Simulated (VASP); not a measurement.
Sc, 1 atom in the cell. It takes space group Fm-3m (No. 225, cubic). Conventional cell: a = 4.495 Å, b = 4.495 Å, c = 4.495 Å, α = 90.00°, β = 90.00°, γ = 90.00°. Sc (site symmetry m-3m) has 12 Sc at 3.18 Å within 4.2 Å.  This cell differs from its parent crystal: volume scaled by 0.92.

| Quantity | Value |
| --- | --- |
| Program | VASP 6.6.1 |
| Task | single point |
| Functional | PBE |
| Potentials or basis | VASP PAW PBE potentials, release 64 (Sc_sv) |
| Cutoff | 520 eV |
| k mesh | 19 × 19 × 19 |
| Occupations | fermi-dirac, width 0.05 eV |
| Spin | collinear spin, ferromagnetic start |
| Starting moments | [1.0] μB |
| Dipole correction | no |
| Further INCAR settings | ALGO = Normal; EDIFF = 1e-06; NBANDS = 16 |

Potentials or basis: VASP PAW PBE potentials, release 64 (Sc_sv).

The run is started by

```bash
$ cat potpaw_PBE.64/Sc_sv/POTCAR > POTCAR
$ mpirun -np 1 vasp_std > vasp.out
```

Hardware: 1 thread of Oxide Virtual Turin-like Processor, with other jobs on the host.

Problem. How long does it take, and how much memory?

Solution. Run time: 2.8 min on 1 thread of Oxide Virtual Turin-like Processor, on a shared host, peak memory 0.2 GiB. Counts: scf iterations 13, k points 220.
